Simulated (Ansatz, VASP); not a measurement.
**One calculation of Tl, two programs**

```xyz
2
Lattice="5.2641 0.0000 0.0000 -2.6321 4.5589 0.0000 0.0000 0.0000 23.8000" Properties=species:S:1:pos:R:3 pbc="T T T"
Tl    2.6321    1.5196    7.0000
Tl    0.0000    3.0392    7.0000
```

Alike in both runs: functional PBE; k mesh 12 × 12 × 1; occupations gaussian, width 0.01 eV; no spin polarisation.

Ansatz relaxed the structure, and its values are those at the end. VASP's run is a single point on that final structure, the one shown.

|  | VASP | Ansatz |
| --- | --- | --- |
| version | VASP 6.6.1 | Ansatz 0.2.0 |
| potentials or method | VASP PAW PBE potentials, release 64 (Tl_d), cutoff 520 eV | scalar-relativistic, plane waves, PAW |
| valence electrons in the cell | 26 | 26 |

```tsv
	VASP	Ansatz	Ansatz less VASP
gap on the k mesh at the Fermi level (eV)	0.10	0.10	+0.003
least direct gap on the mesh (eV)	0.24	0.24	+0.003
```

With one functional, cell and mesh, what is left measures potentials, basis and numerics.

Neither program's run includes spin-orbit coupling.
